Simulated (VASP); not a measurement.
# WC (Amm2) in VASP: notebook

The runs below take WC through single point, with PBE.

Everything below comes from runs of VASP 6.6.1. Logs are shortened: lines on timing, memory, paths and dates and some standing lists are left out, and cuts for length are marked.

## Step 1: The cell of the first run

Symmetry: Amm2, No. 38, orthorhombic system. The conventional cell has a = 2.829 Å, b = 2.842 Å, c = 5.124 Å, α = 90.00°, β = 90.00°, γ = 90.00°. W (site symmetry mm2) has 6 C at 2.18 to 2.22 Å and 8 W at 2.83 to 2.93 Å within 3.0 Å. Within 3.0 Å of C (site symmetry mm2) lie 6 W at 2.18 to 2.22 Å and 8 C at 2.83 to 2.93 Å.

## Step 2: Single point, PBE (strain -0.0200 x Voigt [1, -1, 0, 0, 0, 0])

Input file INCAR:

```
PREC = Accurate
ENCUT = 520
EDIFF = 1E-6
ISMEAR = 0
SIGMA = 0.15
LREAL = F
LASPH = T
NELM = 80
ALGO = Normal
ISIF = 2
LWAVE = F
LCHARG = F
GGA = PE
NBANDS = 16
```

Input file KPOINTS:

```
regular mesh
0
Gamma
  18 18 16
```

Input file POSCAR:

```
WC
1.0
    2.8424914073      0.0000000000      0.0000000000
   -1.4212457036      2.5621460858      0.0000000000
    0.0000000000      0.0000000000      2.8290000000
W C
1 1
Direct
    0.0000000000      0.0000000000      0.0000000000
    0.6666666667      0.3333333333      0.5000000000
```

Potentials or basis: VASP PAW PBE potentials, release 64 (W_sv, C).

Started as:

```bash
> cat potpaw_PBE.64/W_sv/POTCAR potpaw_PBE.64/C/POTCAR > POTCAR
> mpirun -np 1 vasp_std > vasp.out
```

OUTCAR:

```text
PREC = Accurate
   ENCUT = 520
   EDIFF = 1E-6
   ISMEAR = 0
   LREAL = F
   LASPH = T
   NELM = 80
   ISIF = 2
   GGA = PE

 ion  position               nearest neighbor table
   1  0.000  0.000  0.000-   2 2.18   2 2.18   2 2.18   2 2.18   2 2.22   2 2.22
   2  0.667  0.333  0.500-   1 2.18   1 2.18   1 2.18   1 2.18   1 2.22   1 2.22

  LATTYP: Found a base centered orthorhombic cell.
 ALAT       =     2.8424914073
 B/A-ratio  =     1.8027467589
 C/A-ratio  =     0.9952536682

  Lattice vectors:

 A1 = (   1.4212457036,  -2.5621460858,   0.0000000000)
 A2 = (   1.4212457037,   2.5621460858,   0.0000000000)
 A3 = (   0.0000000000,   0.0000000000,   2.8290000000)

Analysis of symmetry for initial positions (statically):
=====================================================================
 Subroutine PRICEL returns:
 Original cell was already a primitive cell.

 Routine SETGRP: Setting up the symmetry group for a
 base centered orthorhombic supercell.

 Subroutine GETGRP returns: Found  4 space group operations
 (whereof  4 operations were pure point group operations)
 out of a pool of  8 trial point group operations.

The static configuration has the point symmetry C_2v.

Analysis of symmetry for dynamics (positions and initial velocities):
=====================================================================
 Subroutine PRICEL returns:
 Original cell was already a primitive cell.

 Routine SETGRP: Setting up the symmetry group for a
 base centered orthorhombic supercell.

 Subroutine GETGRP returns: Found  4 space group operations
 (whereof  4 operations were pure point group operations)
 out of a pool of  8 trial point group operations.

The dynamic configuration has the point symmetry C_2v.

 Subroutine INISYM returns: Found  4 space group operations
 (whereof  4 operations are pure point group operations),
 and found     1 'primitive' translations

----------------------------------------------------------------------------------------

                                     Primitive cell

  volume of cell :      20.6033

  direct lattice vectors                    reciprocal lattice vectors
     2.842491407  0.000000000  0.000000000     0.351804054  0.195148904  0.000000000
    -1.421245704  2.562146086  0.000000000     0.000000000  0.390297808  0.000000000
     0.000000000  0.000000000  2.829000000     0.000000000  0.000000000  0.353481796

  length of vectors
     2.842491407  2.929937186  2.829000000     0.402304843  0.390297808  0.353481796

  position of ions in fractional coordinates (direct lattice)
     0.000000000  0.000000000  0.000000000
     0.666666667  0.333333333  0.500000000

  ion indices of the primitive-cell ions
   primitive index   ion index
                 1           1
                 2           2

----------------------------------------------------------------------------------------

 KPOINTS: regular mesh

Automatic generation of k-mesh.
 Grid dimensions read from file:
 generate k-points for:   18   18   16

 Generating k-lattice:

  Cartesian coordinates                     Fractional coordinates (reciprocal lattice)
     0.019544670  0.010841606  0.000000000     0.055555556  0.000000000  0.000000000
     0.000000000  0.021683212  0.000000000     0.000000000  0.055555556  0.000000000
     0.000000000  0.000000000  0.022092612     0.000000000  0.000000000  0.062500000

  Length of vectors
     0.022350269  0.021683212  0.022092612

  Shift w.r.t. Gamma in fractional coordinates (k-lattice)
     0.000000000  0.000000000  0.000000000

 Subroutine IBZKPT returns following result:
 ===========================================

 Found    819 irreducible k-points:

 Following reciprocal coordinates:
            Coordinates               Weight
  0.000000  0.000000  0.000000      1.000000
  0.055556  0.000000  0.000000      4.000000
  0.111111  0.000000  0.000000      4.000000
  0.166667  0.000000  0.000000      4.000000
  0.222222  0.000000  0.000000      4.000000
  0.277778  0.000000  0.000000      4.000000
[... 16 lines left out ...]
 -0.333333  0.055556  0.000000      4.000000
 -0.277778  0.055556  0.000000      4.000000
 [... further k-points ...]
   k-points           NKPTS =    819   k-points in BZ     NKDIM =    819   number of bands    NBANDS=     16
   number of dos      NEDOS =    301   number of ions     NIONS =      2
   total plane-waves  NPLWV =  13824
   dimension x,y,z NGX =    24 NGY =   24 NGZ =   24
   dimension x,y,z NGXF=    48 NGYF=   48 NGZF=   48
   ions per type =               1   1
   NGX,Y,Z   is equivalent  to a cutoff of  14.04, 13.62, 14.10 a.u.
   NGXF,Y,Z  is equivalent  to a cutoff of  28.07, 27.24, 28.21 a.u.
 SYSTEM =  unknown system
   PREC   = accura    normal or accurate (medium, high low for compatibility)
   ISTART =      0    job   : 0-new  1-cont  2-samecut
   ICHARG =      2    charge: 1-file 2-atom 10-const
   ISPIN  =      1    spin polarized calculation?
   LNONCOLLINEAR =      F non collinear calculations
   LSORBIT =      F    spin-orbit coupling
   LASPH  =      T    aspherical Exc in radial PAW
   ENCUT  =  520.0 eV  38.22 Ry    6.18 a.u.   5.29  5.45  5.26*2*pi/ulx,y,z
   NELM   =     80;   NELMIN=  2; NELMDL= -5     # of ELM steps
   EDIFF  = 0.1E-05   stopping-criterion for ELM
   LREAL  =      F    real-space projection
   EDIFFG = 0.1E-04   stopping-criterion for IOM
   NSW    =      0    number of steps for IOM
   IBRION =     -1    ionic relax: 0-MD 1-quasi-New 2-CG
   NFREE  =      0    steps in history (QN), initial steepest desc. (CG)
   ISIF   =      2    stress and relaxation
   ISYM   =      2    0-nonsym 1-usesym 2-fastsym
   POTIM  = 0.5000    time-step for ionic-motion
   TEBEG  =    0.0;   TEEND  =   0.0 temperature during run
   PSTRESS=    0.0 pullay stress
   NELECT =      18.0000    total number of electrons
   NUPDOWN=      -1.0000    fix difference up-down
   EMIN   =  10.00;   EMAX   =-10.00  energy-range for DOS
   EFERMI =   0.00;   METHOD = LEGACY
   ISMEAR =     0;   SIGMA  =   0.15  broadening in eV -4-tet -1-fermi 0-gaus
   EFERMI_NEDOS =   21; number of points for ismear=-14 and -15
   IALGO  =     38    algorithm
   IMIX   =      4    mixing-type and parameters
     AMIX     =   0.40;   BMIX     =  1.00
     AMIX_MAG =   1.60;   BMIX_MAG =  1.00
  volume/ion in A,a.u.               =      10.30        69.52
  Fermi-wavevector in a.u.,A,eV,Ry     =   1.565022  2.957462 33.324649  2.449293
  Thomas-Fermi vector in A             =   2.667559
   LORBIT       =      0    0 simple, 1 ext, 2 COOP (PROOUT), +10 PAW based schemes
   GGA     = PE    functional components
   LHFCALC =     F    Hartree Fock is set to
   AEXX    =    0.0000 exact exchange contribution
   IVDW    =     0    specifies the selected vdW correction
   LEPSILON=     F    determine dielectric tensor
   LRPA    =     F    only Hartree local field effects (RPA)
 non-spin polarized calculation
 Gauss-broadening in eV      SIGMA  =   0.15
  energy-cutoff  :      520.00
  volume of cell :       20.60
 maximum number of plane-waves:       570
 NGX is ok and might be reduce to    24
   NGX = 11   NGY = 11   NGZ = 11

 number of electron      18.0000000 magnetization

 Free energy of the ion-electron system (eV)
  ---------------------------------------------------
  ext. energy  EPLUGINS =         0.00000000
  ---------------------------------------------------
  free energy    TOTEN  =       -22.40797376 eV

  energy without entropy =      -22.40486580  energy(sigma->0) =      -22.40641978

 E-fermi :  11.2042     XC(G=0): -13.8391

 val. band max:       11.1974287779   @ k =   0.4444   0.1111   0.5000
 cond. band min:      11.2079514109   @ k =   0.3333   0.2222   0.0000
 fundamental gap:      0.0105226330
 Fermi energy:        11.2041584808

 k-point     1 :       0.0000    0.0000    0.0000
  band No.  band energies     occupation
      1     -62.8034      2.00000
      2     -26.7822      2.00000
      3     -26.7242      2.00000
      4     -26.6350      2.00000
      5      -3.3220      2.00000
      6       6.8097      2.00000
[... 8 lines left out ...]
     15      25.6037      0.00000
     16      27.6270      0.00000

 k-point     2 :       0.0556    0.0000    0.0000
  band No.  band energies     occupation
      1     -62.8014      2.00000
      2     -26.7786      2.00000
      3     -26.7348      2.00000
      4     -26.6588      2.00000
      5      -3.2377      2.00000
      6       6.8436      2.00000
[... 8 lines left out ...]
     15      25.4119      0.00000
     16      27.8459      0.00000

 k-point     3 :       0.1111    0.0000    0.0000
  band No.  band energies     occupation
      1     -62.7958      2.00000
      2     -26.7806      2.00000
      3     -26.7682      2.00000
      4     -26.7113      2.00000
      5      -2.9915      2.00000
      6       6.8404      2.00000
[... 8 lines left out ...]
     15      25.0891      0.00000
     16      28.3978      0.00000

 k-point     4 :       0.1667    0.0000    0.0000
  band No.  band energies     occupation
      1     -62.7871      2.00000
      2     -26.8873      2.00000
      3     -26.7534      2.00000
      4     -26.7521      2.00000
      5      -2.6033      2.00000
      6       6.5032      2.00000
[... 8 lines left out ...]
     15      24.9245      0.00000
     16      29.1919      0.00000

 k-point     5 :       0.2222    0.0000    0.0000
  band No.  band energies     occupation
      1     -62.7765      2.00000
      2     -27.0293      2.00000
      3     -26.7909      2.00000
      4     -26.7324      2.00000
      5      -2.1040      2.00000
      6       5.9498      2.00000
[... 8 lines left out ...]
     15      25.0976      0.00000
     16      29.5689      0.00000

 k-point     6 :       0.2778    0.0000    0.0000
  band No.  band energies     occupation
      1     -62.7651      2.00000
      2     -27.1798      2.00000
      3     -26.8280      2.00000
      4     -26.7113      2.00000
      5      -1.5353      2.00000
      6       5.3855      2.00000
[... 8 lines left out ...]
     15      25.6975      0.00000
     16      29.2786      0.00000

 k-point     7 :       0.3333    0.0000    0.0000
  band No.  band energies     occupation
      1     -62.7545      2.00000
      2     -27.3191      2.00000
      3     -26.8618      2.00000
      4     -26.6914      2.00000
      5      -0.9509      2.00000
      6       4.8887      2.00000
[... 8 lines left out ...]
     15      26.3220      0.00000
     16      28.1586      0.00000

 k-point     8 :       0.3889   -0.0000    0.0000
  band No.  band energies     occupation
      1     -62.7458      2.00000
      2     -27.4309      2.00000
      3     -26.8890      2.00000
      4     -26.6751      2.00000
      5      -0.4210      2.00000
      6       4.4973      2.00000
[... 8 lines left out ...]
     15      25.5680      0.00000
     16      28.4881      0.00000

 k-point     9 :       0.4444    0.0000    0.0000
  band No.  band energies     occupation
      1     -62.7401      2.00000
      2     -27.5030      2.00000
      3     -26.9067      2.00000
      4     -26.6644      2.00000
      5      -0.0366      2.00000
      6       4.2408      2.00000
[... 8 lines left out ...]
     15      24.5018      0.00000
     16      29.2964      0.00000
[... 172 lines left out ...]
 k-point    19 :       0.4444    0.0556    0.0000
  band No.  band energies     occupation
      1     -62.7385      2.00000
      2     -27.5111      2.00000
      3     -26.9267      2.00000
      4     -26.6613      2.00000
      5       0.1079      2.00000
      6       4.1998      2.00000
[... 8 lines left out ...]
     15      24.3828      0.00000
     16      29.4769      0.00000

 k-point    20 :       0.5000    0.0556    0.0000
  band No.  band energies     occupation
      1     -62.7381      2.00000
      2     -27.5168      2.00000
      3     -26.9250      2.00000
      4     -26.6608      2.00000
      5       0.1191      2.00000
      6       4.1808      2.00000
[... 8 lines left out ...]
     15      24.3039      0.00000
     16      29.4021      0.00000

 k-point    21 :      -0.4444    0.0556    0.0000
  band No.  band energies     occupation
      1     -62.7416      2.00000
      2     -27.4744      2.00000
      3     -26.9107      2.00000
      4     -26.6674      2.00000
      5      -0.1459      2.00000
      6       4.3377      2.00000
[... 8 lines left out ...]
     15      25.0396      0.00000
     16      28.7984      0.00000

 k-point    22 :      -0.3889    0.0556    0.0000
  band No.  band energies     occupation
      1     -62.7486      2.00000
      2     -27.3881      2.00000
      3     -26.8859      2.00000
      4     -26.6805      2.00000
      5      -0.6106      2.00000
      6       4.6503      2.00000
[... 8 lines left out ...]
     15      26.1231      0.00000
     16      28.0895      0.00000

 k-point    23 :      -0.3333    0.0556    0.0000
  band No.  band energies     occupation
      1     -62.7580      2.00000
      2     -27.2667      2.00000
      3     -26.8536      2.00000
      4     -26.6983      2.00000
      5      -1.1754      2.00000
      6       5.0898      2.00000
[... 8 lines left out ...]
     15      26.0572      0.00000
     16      28.6878      0.00000

 k-point    24 :      -0.2778    0.0556    0.0000
  band No.  band energies     occupation
      1     -62.7690      2.00000
      2     -27.1231      2.00000
      3     -26.8180      2.00000
      4     -26.7187      2.00000
      5      -1.7581      2.00000
      6       5.6258      2.00000
[... 8 lines left out ...]
     15      25.3437      0.00000
     16      29.4271      0.00000

 [... further k-points ...]

------------------------ aborting loop because EDIFF is reached ----------------------------------------

  FORCE on cell =-STRESS in cart. coord.  units (eV):
  Direction    XX          YY          ZZ          XY          YZ          ZX
  --------------------------------------------------------------------------------------
  -------------------------------------------------------------------------------------
  Total        2.6736747     -0.0984986      1.3213909     -0.0000000      0.0000000      0.0000000
  in kB      207.9137244     -7.6595750    102.7556978     -0.0000000      0.0000000      0.0000000
  external PRESSURE =     101.0032824 kB  Pullay stress =       0.0000000 kB

 VOLUME and BASIS-vectors are now :
 -----------------------------------------------------------------------------
  energy-cutoff  :      520.00
  volume of cell :       20.60
      direct lattice vectors                 reciprocal lattice vectors
     2.842491407  0.000000000  0.000000000     0.351804054  0.195148904  0.000000000
    -1.421245704  2.562146086  0.000000000     0.000000000  0.390297808  0.000000000
     0.000000000  0.000000000  2.829000000     0.000000000  0.000000000  0.353481796

 POSITION                                       TOTAL-FORCE (eV/Angst)
 -----------------------------------------------------------------------------------
      0.00000      0.00000      0.00000        -0.000000     -0.218045      0.000000
      1.42125      0.85405      1.41450         0.000000      0.218045      0.000000
 -----------------------------------------------------------------------------------
    total drift:                               -0.000000      0.000050      0.000000

  FREE ENERGIE OF THE ION-ELECTRON SYSTEM (eV)
  ---------------------------------------------------
  free  energy   TOTEN  =       -22.4079737628 eV

  energy  without entropy=      -22.4048658046  energy(sigma->0) =      -22.40641978
```

It took 65 s on 1 thread of Intel Xeon 6975P-C (Granite Rapids), shared host; peak memory 0.36 GiB.

What came out:

| Property | Result |
| --- | --- |
| Free energy | -22.4080 eV |
| Pressure | 10.1 GPa |
| Largest force | 0.218 eV/Å |
| Band gap on the k mesh | zero (bands 9 and 10 overlap by 1.33 eV) |

Forces on the atoms (eV/Å):
```
W    0.000 -0.218  0.000
C    0.000  0.218  0.000
```

Stress tensor (GPa, compression positive):
```
20.79  0.00  0.00
 0.00 -0.77  0.00
 0.00  0.00 10.28
```

Caveat: the cell differs from its parent crystal (strain -0.0200 x Voigt [1, -1, 0, 0, 0, 0]); the cell stands under pressure; spin-orbit coupling is left out, which moves the levels of the heavy elements.

## Step 3: Single point, PBE (strain +0.0150 x Voigt [1, -1, 0, 0, 0, 0])

Input file INCAR:

```
PREC     = Accurate       # precision mode
ENCUT    = 520            # plane-wave cutoff, eV
EDIFF    = 1E-6           # SCF threshold, eV
ISMEAR   = 0              # smearing method
SIGMA    = 0.15           # smearing width, eV
LREAL    = False          # projectors in reciprocal space
LASPH    = True           # aspherical terms in the spheres
NELM     = 80             # most SCF steps
ALGO     = Normal         # electronic algorithm
ISIF     = 2              # what is computed and relaxed
LWAVE    = False          # write WAVECAR
LCHARG   = False          # write CHGCAR
GGA      = PE             # functional
NBANDS   = 16             # bands
```

KPOINTS is that of step 2.

Input file POSCAR:

```
WC
1.0
    2.9440089575      0.0000000000      0.0000000000
   -1.4720044788      2.4742293084      0.0000000000
    0.0000000000      0.0000000000      2.8290000000
W C
1 1
Direct
    0.0000000000      0.0000000000      0.0000000000
    0.6666666667      0.3333333333      0.5000000000
```

Potentials or basis: VASP PAW PBE potentials, release 64 (W_sv, C).

Started as:

```bash
> cat potpaw_PBE.64/W_sv/POTCAR potpaw_PBE.64/C/POTCAR > POTCAR
> mpirun -np 1 vasp_std > vasp.out
```

Wall time 66 s (1 thread of Intel Xeon 6975P-C (Granite Rapids), shared host); peak memory 0.37 GiB.

The run converged. Its results:

```
Free energy            : -22.4206 eV
Pressure               : 9.9 GPa
Largest force          : 0.190 eV/Å
Band gap on the k mesh : zero (bands 9 and 10 overlap by 1.17 eV)
```

Forces in eV/Å, atoms in the order of the input:
```
W    0.000  0.190  0.000
C    0.000 -0.190  0.000
```

Stress tensor (GPa, compression positive):
```
 2.09  0.00  0.00
 0.00 17.35  0.00
 0.00  0.00 10.26
```

Levels at points of the mesh, in eV from the Fermi level:
```tsv
k point	band 6	band 7	band 8	band 9	band 10	band 11	band 12	band 13
(0.00, 0.00, 0.00)	-4.37	-3.61	-3.11	0.08	3.21	3.34	5.52	5.79
(0.50, 0.00, 0.00)	-7.10	-3.65	-3.65	-0.39	2.45	4.41	5.05	6.93
(0.00, 0.50, 0.00)	-7.02	-3.65	-3.53	-0.66	2.21	4.60	4.95	6.85
(0.00, 0.00, 0.50)	-8.70	-2.10	-1.98	-0.89	-0.30	3.70	4.35	4.72
(0.50, 0.00, 0.50)	-6.49	-4.29	-4.15	0.18	4.37	5.36	6.74	9.21
(0.00, 0.50, 0.50)	-6.52	-4.60	-4.20	0.51	4.57	5.43	6.58	9.30
```

Caveat: the cell differs from its parent crystal (strain +0.0150 x Voigt [1, -1, 0, 0, 0, 0]); the cell stands under pressure; spin-orbit coupling is left out, which moves the levels of the heavy elements.

(Continued in part 2 of 2.)
